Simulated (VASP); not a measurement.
# Be2C (Fm-3m) in VASP: notebook, part 2 of 2

VASP 6.6.1. Earlier steps stand in the parts before.

**3. Phonons, r2SCAN**

This run uses another cell than the first one, of 6.66 Å³/atom.

Contents of INCAR:

```
SYSTEM = Be2C
PREC = Accurate ; ENCUT = 660
EDIFF = 1E-8 ; ISMEAR = 0
SIGMA = 0.01 ; LREAL = .FALSE.
LASPH = .TRUE. ; NELM = 120
ALGO = Normal ; ISIF = 2
LWAVE = .FALSE. ; LCHARG = .TRUE.
METAGGA = R2SCAN ; LMIXTAU = .TRUE.
NBANDS = 11 ; IBRION = 6
NFREE = 2 ; POTIM = 0.015
NSW = 1 ; GGA_COMPAT = .FALSE.
```

Contents of KPOINTS:

```
regular mesh
0
G
  10 10 10
  0 0 0
```

Contents of POSCAR:

```
Be2C
1.0
    2.1536007296      2.1536007296      0.0000000000
   -2.1536007296      2.1536007296      0.0000000000
    0.0000000000      2.1536007296      2.1536007296
Be C
2 1
Direct
    0.2500000000      0.7500000000      0.5000000000
    0.7500000000      0.2500000000      0.5000000000
    0.0000000000      0.0000000000      0.0000000000
```

Potentials or basis: VASP PAW PBE potentials, release 64 (Be, C).

Started as:

```console
cat potpaw_PBE.64/Be/POTCAR potpaw_PBE.64/C/POTCAR > POTCAR
mpirun -np 1 vasp_std > vasp.out
```

OUTCAR:

```text
SYSTEM = Be2C
   PREC = Accurate
   ENCUT = 660
   EDIFF = 1E-8
   ISMEAR = 0
   LREAL = .FALSE.
   LASPH = .TRUE.
   NELM = 120
   ISIF = 2
   METAGGA = R2SCAN
   IBRION = 6
   NFREE = 2
   POTIM = 0.015
   NSW = 1

 ion  position               nearest neighbor table
   1  0.250  0.750  0.500-   3 1.87   3 1.87   3 1.87   3 1.87   2 2.15   2 2.15   2 2.15   2 2.15
                             2 2.15   2 2.15
   2  0.750  0.250  0.500-   3 1.87   3 1.87   3 1.87   3 1.87   1 2.15   1 2.15   1 2.15   1 2.15
                             1 2.15   1 2.15
   3  0.000  0.000  0.000-   2 1.87   1 1.87   1 1.87   2 1.87   1 1.87   2 1.87   2 1.87   1 1.87

  LATTYP: Found a face centered cubic cell.
 ALAT       =     4.3072014592

  Lattice vectors:

 A1 = (   0.0000000000,   2.1536007296,   2.1536007296)
 A2 = (   2.1536007296,   0.0000000000,   2.1536007296)
 A3 = (   2.1536007296,   2.1536007296,   0.0000000000)

Analysis of symmetry for initial positions (statically):
=====================================================================
 Subroutine PRICEL returns:
 Original cell was already a primitive cell.

 Routine SETGRP: Setting up the symmetry group for a
 face centered cubic supercell.

 Subroutine GETGRP returns: Found 48 space group operations
 (whereof 48 operations were pure point group operations)
 out of a pool of 48 trial point group operations.

The static configuration has the point symmetry O_h .

Analysis of symmetry for dynamics (positions and initial velocities):
=====================================================================
 Subroutine PRICEL returns:
 Original cell was already a primitive cell.

 Routine SETGRP: Setting up the symmetry group for a
 face centered cubic supercell.

 Subroutine GETGRP returns: Found 48 space group operations
 (whereof 48 operations were pure point group operations)
 out of a pool of 48 trial point group operations.

The dynamic configuration has the point symmetry O_h .

 Subroutine INISYM returns: Found 48 space group operations
 (whereof 48 operations are pure point group operations),
 and found     1 'primitive' translations

----------------------------------------------------------------------------------------

                                     Primitive cell

  volume of cell :      19.9768

  direct lattice vectors                    reciprocal lattice vectors
     2.153600730  2.153600730  0.000000000     0.232169312  0.232169312 -0.232169312
    -2.153600730  2.153600730  0.000000000    -0.232169312  0.232169312 -0.232169312
     0.000000000  2.153600730  2.153600730     0.000000000  0.000000000  0.464338624

  length of vectors
     3.045651360  3.045651360  3.045651360     0.402129045  0.402129045  0.464338624

  position of ions in fractional coordinates (direct lattice)
     0.250000000  0.750000000  0.500000000
     0.750000000  0.250000000  0.500000000
     0.000000000  0.000000000  0.000000000
[... 123 lines left out ...]
  ---------------------------------------------------
  ext. energy  EPLUGINS =         0.00000000
  ---------------------------------------------------
  free energy    TOTEN  =       -19.47344039 eV

  energy without entropy =      -19.47344039  energy(sigma->0) =      -19.47344039

------------------------ aborting loop because EDIFF is reached ----------------------------------------

  FORCE on cell =-STRESS in cart. coord.  units (eV):
  Direction    XX          YY          ZZ          XY          YZ          ZX
  --------------------------------------------------------------------------------------
  -------------------------------------------------------------------------------------
  Total        0.3490292      0.3490292      0.3490292      0.0000000     -0.0000000      0.0000000
  in kB       27.9928291     27.9928291     27.9928291      0.0000000     -0.0000000      0.0000000
  external PRESSURE =      27.9928291 kB  Pullay stress =       0.0000000 kB
[... 135 lines left out ...]
--------------------------------------- Ionic step        5  -------------------------------------------

 number of electron       8.0000000 magnetization

 Free energy of the ion-electron system (eV)
  ---------------------------------------------------
  ext. energy  EPLUGINS =         0.00000000
  ---------------------------------------------------
  free energy    TOTEN  =       -19.47218678 eV

  energy without entropy =      -19.47218678  energy(sigma->0) =      -19.47218678

 E-fermi :   8.0209     XC(G=0): -12.0872

 val. band max:        7.8633042024   @ k =   0.0000   0.0000   0.0000
 cond. band min:       9.3924285427   @ k =   0.0000  -1.0000  -0.5000
 fundamental gap:      1.5291243404
 Fermi energy:         8.0209488758

 k-point     1 :       0.0000    0.0000    0.0000
  band No.  band energies     occupation
      1      -8.1892      2.00000
      2       7.8588      2.00000
      3       7.8588      2.00000
      4       7.8633      2.00000
      5      12.5108      0.00000
      6      12.5146      0.00000
      7      12.5146      0.00000
      8      15.4390      0.00000
      9      22.3659      0.00000
     10      22.3670      0.00000
     11      22.3670      0.00000
[... 309 lines left out ...]
 k-point    24 :       0.4000    0.3000    0.0000
  band No.  band energies     occupation
      1      -4.3956      2.00000
      2       0.0586      2.00000
      3       1.9443      2.00000
      4       4.0608      2.00000
      5      12.1247      0.00000
      6      18.0374      0.00000
      7      18.7064      0.00000
      8      19.5941      0.00000
      9      21.5048      0.00000
     10      22.0382      0.00000
     11      26.9237      0.00000

 [... further k-points ...]

------------------------ aborting loop because EDIFF is reached ----------------------------------------

  FORCE on cell =-STRESS in cart. coord.  units (eV):
  Direction    XX          YY          ZZ          XY          YZ          ZX
  --------------------------------------------------------------------------------------
  -------------------------------------------------------------------------------------
  Total        0.3531390      0.3522578      0.3522578      0.0000000      0.0000000     -0.0000000
  in kB       28.3224442     28.2517680     28.2517680      0.0000000      0.0000000     -0.0000000
  external PRESSURE =      28.2753268 kB  Pullay stress =       0.0000000 kB
[... 18 lines left out ...]
  FREE ENERGIE OF THE ION-ELECTRON SYSTEM (eV)
  ---------------------------------------------------
  free  energy   TOTEN  =       -19.4721867820 eV

  energy  without entropy=      -19.4721867820  energy(sigma->0) =      -19.47218678

 INTERNAL STRAIN TENSORS FROM DISPLACED ATOMS
 ============================================

 INTERNAL STRAIN TENSOR FOR ION    1 for displacements in x,y,z  (eV/Angst):
          X           Y           Z          XY          YZ          ZX
  --------------------------------------------------------------------------------
  x     0.00000     0.00000     0.00000    -0.00000     2.29563     0.00000
  y     0.00000     0.00000     0.00000     0.00000    -0.00000     2.29563
  z     0.00000     0.00000     0.00000     2.29563     0.00000    -0.00000

 INTERNAL STRAIN TENSOR FOR ION    3 for displacements in x,y,z  (eV/Angst):
          X           Y           Z          XY          YZ          ZX
  --------------------------------------------------------------------------------
  x     0.00000     0.00000     0.00000     0.00000     0.00000     0.00000
  y     0.00000     0.00000     0.00000     0.00000     0.00000     0.00000
  z     0.00000     0.00000     0.00000     0.00000     0.00000     0.00000

 Eigenvectors and eigenvalues of the dynamical matrix
 ----------------------------------------------------

   1 f  =   21.514468 THz   135.179392 2PiTHz  717.645421 cm-1    88.976652 meV
             X         Y         Z           dx          dy          dz
     -1.076800  3.230401  1.076800    -0.387956    0.414504   -0.421517
      1.076800  3.230401  1.076800     0.387956   -0.414504    0.421517
      0.000000  0.000000  0.000000    -0.000000    0.000000    0.000000
[... 43 lines left out ...]
   9 f/i=    0.001872 THz     0.011761 2PiTHz    0.062437 cm-1     0.007741 meV
             X         Y         Z           dx          dy          dz
     -1.076800  3.230401  1.076800     0.547633   -0.014429   -0.000000
      1.076800  3.230401  1.076800     0.547633   -0.014429    0.000000
      0.000000  0.000000  0.000000     0.632062   -0.016654    0.000000

 ELASTIC MODULI CONTR FROM IONIC RELAXATION (kBar)
 Direction    XX          YY          ZZ          XY          YZ          ZX
 --------------------------------------------------------------------------------
 XX           0.0000      0.0000      0.0000      0.0000      0.0000      0.0000
 YY           0.0000      0.0000      0.0000      0.0000      0.0000      0.0000
 ZZ           0.0000      0.0000      0.0000      0.0000      0.0000      0.0000
 XY           0.0000      0.0000      0.0000    -49.5209      0.0000      0.0000
 YZ           0.0000      0.0000      0.0000      0.0000    -49.5209     -0.0000
 ZX           0.0000      0.0000      0.0000      0.0000     -0.0000    -49.5209
 --------------------------------------------------------------------------------
```

It took 15 min on 1 thread of Intel Xeon 8259CL, shared host; peak memory 0.23 GiB.

Results:

| Quantity | Value |
| --- | --- |
| Highest phonon frequency at Γ | 718 cm⁻¹ |

Phonon frequencies in cm⁻¹ (negative: imaginary):
```tsv
q point	frequencies
(0.000, 0.000, 0.000)	0 0 0 648 648 648 718 718 718
```

Caveat: the cell stands under pressure or tension, which shifts response properties; the PAW data sets were made with another functional, which shifts forces and pressure a little.

**4. Phonons, r2SCAN**

This run uses another cell than the first one, of 6.72 Å³/atom.

Contents of INCAR:

```
SYSTEM = Be2C
ALGO = Normal
EDIFF = 1E-8
ENCUT = 660
GGA_COMPAT = .FALSE.
IBRION = 6
ISIF = 2
ISMEAR = 0
LASPH = .TRUE.
LCHARG = .TRUE.
LMIXTAU = .TRUE.
LREAL = .FALSE.
LWAVE = .FALSE.
METAGGA = R2SCAN
NELM = 120
NFREE = 2
NSW = 1
POTIM = 0.015
PREC = Accurate
SIGMA = 0.01
```

Contents of KPOINTS:

```
k-points
0
G
  10 10 10
  0 0 0
```

Contents of POSCAR:

```
Be2C
1.0
    2.1604635391      2.1604635391      0.0000000000
   -2.1604635391      2.1604635391      0.0000000000
    0.0000000000      2.1604635391      2.1604635391
Be C
2 1
Direct
    0.2500000000      0.7500000000      0.5000000000
    0.7500000000      0.2500000000      0.5000000000
    0.0000000000      0.0000000000      0.0000000000
```

Potentials or basis: VASP PAW PBE potentials, release 64 (Be, C).

Started as:

```console
cat potpaw_PBE.64/Be/POTCAR potpaw_PBE.64/C/POTCAR > POTCAR
mpirun -np 1 vasp_std > vasp.out
```

OUTCAR:

```text
SYSTEM = Be2C
   EDIFF = 1E-8
   ENCUT = 660
   IBRION = 6
   ISIF = 2
   ISMEAR = 0
   LASPH = .TRUE.
   LREAL = .FALSE.
   METAGGA = R2SCAN
   NELM = 120
   NFREE = 2
   NSW = 1
   POTIM = 0.015
   PREC = Accurate

 ion  position               nearest neighbor table
   1  0.250  0.750  0.500-   3 1.87   3 1.87   3 1.87   3 1.87   2 2.16   2 2.16   2 2.16   2 2.16
                             2 2.16   2 2.16
   2  0.750  0.250  0.500-   3 1.87   3 1.87   3 1.87   3 1.87   1 2.16   1 2.16   1 2.16   1 2.16
[... 663 lines left out ...]

 INTERNAL STRAIN TENSOR FOR ION    3 for displacements in x,y,z  (eV/Angst):
          X           Y           Z          XY          YZ          ZX
  --------------------------------------------------------------------------------
  x     0.00000     0.00000     0.00000     0.00000     0.00000     0.00000
  y     0.00000     0.00000     0.00000     0.00000     0.00000     0.00000
  z     0.00000     0.00000     0.00000     0.00000     0.00000     0.00000

 Eigenvectors and eigenvalues of the dynamical matrix
 ----------------------------------------------------

   1 f  =   21.277839 THz   133.692608 2PiTHz  709.752327 cm-1    87.998034 meV
             X         Y         Z           dx          dy          dz
     -1.080232  3.240695  1.080232     0.534571    0.462854   -0.000000
      1.080232  3.240695  1.080232    -0.534571   -0.462854    0.000000
      0.000000  0.000000  0.000000     0.000000   -0.000000    0.000000
[... 43 lines left out ...]
   9 f/i=    0.000987 THz     0.006200 2PiTHz    0.032915 cm-1     0.004081 meV
             X         Y         Z           dx          dy          dz
     -1.080232  3.240695  1.080232     0.387355   -0.387355    0.000000
      1.080232  3.240695  1.080232     0.387355   -0.387355   -0.000000
      0.000000  0.000000  0.000000     0.447115   -0.447115    0.000000

 ELASTIC MODULI CONTR FROM IONIC RELAXATION (kBar)
 Direction    XX          YY          ZZ          XY          YZ          ZX
 --------------------------------------------------------------------------------
 XX           0.0000      0.0000      0.0000      0.0000      0.0000      0.0000
 YY           0.0000      0.0000      0.0000      0.0000      0.0000      0.0000
 ZZ           0.0000      0.0000      0.0000      0.0000      0.0000      0.0000
 XY           0.0000      0.0000      0.0000    -58.3726     -0.0000      0.0000
 YZ           0.0000      0.0000      0.0000     -0.0000    -58.3726     -0.0000
 ZX           0.0000      0.0000      0.0000      0.0000     -0.0000    -58.3726
 --------------------------------------------------------------------------------
```

OSZICAR:

```text
N       E                     dE             d eps       ncg     rms          rms(c)
DAV:   1     0.490301536214E+01    0.49030E+01   -0.48134E+03   752   0.114E+03
DAV:   2    -0.212065764230E+02   -0.26110E+02   -0.24653E+02  1192   0.149E+02
DAV:   3    -0.216496794172E+02   -0.44310E+00   -0.44310E+00   960   0.196E+01
[... 70 lines left out ...]
DAV:  10    -0.194746424984E+02   -0.87076E-06   -0.14451E-07  2752   0.483E-03    0.709E-03
DAV:  11    -0.194746432217E+02   -0.72331E-06   -0.33149E-07  1992   0.807E-03    0.396E-03
DAV:  12    -0.194746436844E+02   -0.46270E-06   -0.19087E-07  2488   0.594E-03    0.154E-03
DAV:  13    -0.194746437519E+02   -0.67481E-07   -0.46892E-08  2456   0.286E-03    0.607E-04
DAV:  14    -0.194746437838E+02   -0.31868E-07   -0.10075E-08  1336   0.131E-03    0.157E-04
DAV:  15    -0.194746437781E+02    0.56704E-08   -0.85381E-10   888   0.409E-04
   5 F= -.19474644E+02 E0= -.19474644E+02  d E =-.713500E-88
```

Wall time 12 min (1 thread of Intel Xeon 8259CL, shared host); peak memory 0.21 GiB.

What came out:

```yaml
Highest_phonon_frequency_at_Γ: 710 cm⁻¹
```

Phonon frequencies in cm⁻¹ (negative: imaginary):
```tsv
q point	frequencies
(0.000, 0.000, 0.000)	0 0 0 637 637 637 710 710 710
```

Caveat: the PAW data sets were made with another functional, which shifts forces and pressure a little.

**5. Phonons, r2SCAN**

This run uses another cell than the first one, of 6.79 Å³/atom.

Contents of INCAR:

```
  PREC = Accurate
  ENCUT = 660
  EDIFF = 1E-8
  ISMEAR = 0
  SIGMA = 0.01
  LREAL = F
  LASPH = T
  NELM = 120
  ALGO = Normal
  ISIF = 2
  LWAVE = F
  LCHARG = T
  METAGGA = R2SCAN
  LMIXTAU = T
  IBRION = 6
  NFREE = 2
  POTIM = 0.015
  NSW = 1
  GGA_COMPAT = F
```

Contents of KPOINTS:

```
regular mesh
0
Gamma
  10 10 10
```

Contents of POSCAR:

```
Be2C
1.0
    2.1675252765      2.1675252765      0.0000000000
   -2.1675252765      2.1675252765      0.0000000000
    0.0000000000      2.1675252765      2.1675252765
Be C
2 1
Direct
    0.2500000000      0.7500000000      0.5000000000
    0.7500000000      0.2500000000      0.5000000000
    0.0000000000      0.0000000000      0.0000000000
```

Potentials or basis: VASP PAW PBE potentials, release 64 (Be, C).

Started as:

```console
cat potpaw_PBE.64/Be/POTCAR potpaw_PBE.64/C/POTCAR > POTCAR
mpirun -np 1 vasp_std > vasp.out
```

OUTCAR:

```text
PREC = Accurate
   ENCUT = 660
   EDIFF = 1E-8
   ISMEAR = 0
   LREAL = F
   LASPH = T
   NELM = 120
   ISIF = 2
   METAGGA = R2SCAN
   IBRION = 6
   NFREE = 2
   POTIM = 0.015
   NSW = 1

 ion  position               nearest neighbor table
   1  0.250  0.750  0.500-   3 1.88   3 1.88   3 1.88   3 1.88   2 2.17   2 2.17   2 2.17   2 2.17
                             2 2.17   2 2.17
   2  0.750  0.250  0.500-   3 1.88   3 1.88   3 1.88   3 1.88   1 2.17   1 2.17   1 2.17   1 2.17
                             1 2.17   1 2.17
   3  0.000  0.000  0.000-   2 1.88   1 1.88   1 1.88   2 1.88   1 1.88   2 1.88   2 1.88   1 1.88

  LATTYP: Found a face centered cubic cell.
 ALAT       =     4.3350505530

  Lattice vectors:

 A1 = (   0.0000000000,   2.1675252765,   2.1675252765)
 A2 = (   2.1675252765,   0.0000000000,   2.1675252765)
[... 617 lines left out ...]
  Total       -0.1485446     -0.1496944     -0.1496944      0.0000000      0.0000000     -0.0000000
  in kB      -11.6854378    -11.7758879    -11.7758879      0.0000000      0.0000000     -0.0000000
  external PRESSURE =     -11.7457378 kB  Pullay stress =       0.0000000 kB
[... 18 lines left out ...]
  FREE ENERGIE OF THE ION-ELECTRON SYSTEM (eV)
  ---------------------------------------------------
  free  energy   TOTEN  =       -19.4747790944 eV

  energy  without entropy=      -19.4747790944  energy(sigma->0) =      -19.47477909

 INTERNAL STRAIN TENSORS FROM DISPLACED ATOMS
 ============================================

 INTERNAL STRAIN TENSOR FOR ION    1 for displacements in x,y,z  (eV/Angst):
          X           Y           Z          XY          YZ          ZX
  --------------------------------------------------------------------------------
  x     0.00000     0.00000     0.00000     0.00000     2.65842    -0.00000
  y     0.00000     0.00000     0.00000    -0.00000     0.00000     2.65842
  z     0.00000     0.00000     0.00000     2.65842     0.00000     0.00000

 INTERNAL STRAIN TENSOR FOR ION    3 for displacements in x,y,z  (eV/Angst):
          X           Y           Z          XY          YZ          ZX
  --------------------------------------------------------------------------------
  x     0.00000     0.00000     0.00000     0.00000     0.00000     0.00000
  y     0.00000     0.00000     0.00000     0.00000     0.00000     0.00000
  z     0.00000     0.00000     0.00000     0.00000     0.00000     0.00000

 Eigenvectors and eigenvalues of the dynamical matrix
 ----------------------------------------------------

   1 f  =   21.037660 THz   132.183516 2PiTHz  701.740802 cm-1    87.004732 meV
             X         Y         Z           dx          dy          dz
     -1.083763  3.251288  1.083763     0.362326   -0.505629    0.336242
      1.083763  3.251288  1.083763    -0.362326    0.505629   -0.336242
      0.000000  0.000000  0.000000    -0.000000   -0.000000    0.000000
[... 43 lines left out ...]
   9 f/i=    0.003909 THz     0.024564 2PiTHz    0.130406 cm-1     0.016168 meV
             X         Y         Z           dx          dy          dz
     -1.083763  3.251288  1.083763    -0.040873    0.538029    0.094972
      1.083763  3.251288  1.083763    -0.040873    0.538029    0.094972
      0.000000  0.000000  0.000000    -0.047164    0.620834    0.109588

 ELASTIC MODULI CONTR FROM IONIC RELAXATION (kBar)
 Direction    XX          YY          ZZ          XY          YZ          ZX
 --------------------------------------------------------------------------------
 XX          -0.0000      0.0000     -0.0000     -0.0000     -0.0000      0.0000
 YY           0.0000     -0.0000     -0.0000     -0.0000      0.0000     -0.0000
 ZZ          -0.0000     -0.0000     -0.0000     -0.0000     -0.0000     -0.0000
 XY          -0.0000     -0.0000     -0.0000    -68.1245     -0.0000     -0.0000
 YZ          -0.0000      0.0000     -0.0000     -0.0000    -68.1245      0.0000
 ZX           0.0000     -0.0000     -0.0000     -0.0000      0.0000    -68.1245
 --------------------------------------------------------------------------------
```

OSZICAR:

```text
N       E                     dE             d eps       ncg     rms          rms(c)
DAV:   1     0.634284898809E+01    0.63428E+01   -0.47707E+03   752   0.114E+03
DAV:   2    -0.211521324873E+02   -0.27495E+02   -0.26010E+02  1200   0.152E+02
DAV:   3    -0.216425017311E+02   -0.49037E+00   -0.49037E+00   928   0.201E+01
[... 69 lines left out ...]
DAV:   9    -0.194747780707E+02   -0.14063E-05   -0.67762E-07  2144   0.111E-02    0.605E-03
DAV:  10    -0.194747787297E+02   -0.65892E-06   -0.16199E-07  2608   0.518E-03    0.397E-03
DAV:  11    -0.194747788371E+02   -0.10747E-06   -0.12149E-07  2056   0.475E-03    0.247E-03
DAV:  12    -0.194747790864E+02   -0.24930E-06   -0.10879E-07  2312   0.452E-03    0.829E-04
DAV:  13    -0.194747790944E+02   -0.80030E-08   -0.11497E-08  1472   0.141E-03
   5 F= -.19474779E+02 E0= -.19474779E+02  d E =-.349751E-61
```

Run time: 12 min. Hardware: 1 thread of Intel Xeon 8259CL, shared host; peak memory 0.21 GiB.

What came out:

| Quantity | Value |
| --- | --- |
| Highest phonon frequency at Γ | 702 cm⁻¹ |

Phonon frequencies in cm⁻¹ (negative: imaginary):
| q point | frequencies |
| --- | --- |
| (0.000, 0.000, 0.000) | 0 0 0 626 626 626 702 702 702 |

Caveat: the cell stands under pressure or tension, which shifts response properties; the PAW data sets were made with another functional, which shifts forces and pressure a little.
